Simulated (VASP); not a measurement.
Set up this calculation in VASP 6.6.1, as the native input.

| Property | Result |
| --- | --- |
| Task | single point |
| Functional | PBE |
| Potentials or basis | VASP PAW PBE potentials, release 64 (Sn_d, Te) |
| Cutoff | 500 eV |
| k mesh | 6 × 6 × 6 |
| Occupations | gaussian, width 0.01 eV |
| Spin | no spin polarisation |
| Dipole correction | no |
| Further INCAR settings | ALGO = Normal; EDIFF = 1e-06; NBANDS = 17 |

The structure of SnTe lies in POSCAR:

```
SnTe
1.0
    0.0000000000      3.2126470615      3.2126470615
    3.2126470615      0.0000000000      3.2126470615
    3.2126470615      3.2126470615      0.0000000000
Sn Te
1 1
Direct
    0.0000000000      0.0000000000      0.0000000000
    0.5000000000      0.5000000000      0.5000000000
```

One way to write it, as run:

INCAR

```
ALGO = Normal
EDIFF = 1E-6
ENCUT = 500
GGA = PE
GGA_COMPAT = False
ISIF = 2
ISMEAR = 0
LASPH = True
LCHARG = False
LREAL = False
LWAVE = False
NBANDS = 17
NELM = 120
PREC = Accurate
SIGMA = 0.01
```

KPOINTS

```
k-points
0
Gamma
  6 6 6
```

Potentials or basis: VASP PAW PBE potentials, release 64 (Sn_d, Te).

Launch:

```sh
$ cat potpaw_PBE.64/Sn_d/POTCAR potpaw_PBE.64/Te/POTCAR > POTCAR
$ mpirun -np 1 vasp_std > vasp.out
```

It gave:

| Item | Value |
| --- | --- |
| Pressure | -0.3 GPa |
| Band gap on the k mesh | 0.07 eV |

Caveat: semilocal functionals underestimate gaps, and a narrow one can read as zero; spin-orbit coupling is left out, which moves the levels of the heavy elements.

It took 16 s on 1 thread of Intel(R) Xeon(R) Platinum 8259CL CPU @ 2.50GHz (Skylake/Cascade Lake), on a shared host, peak memory 0.2 GiB.
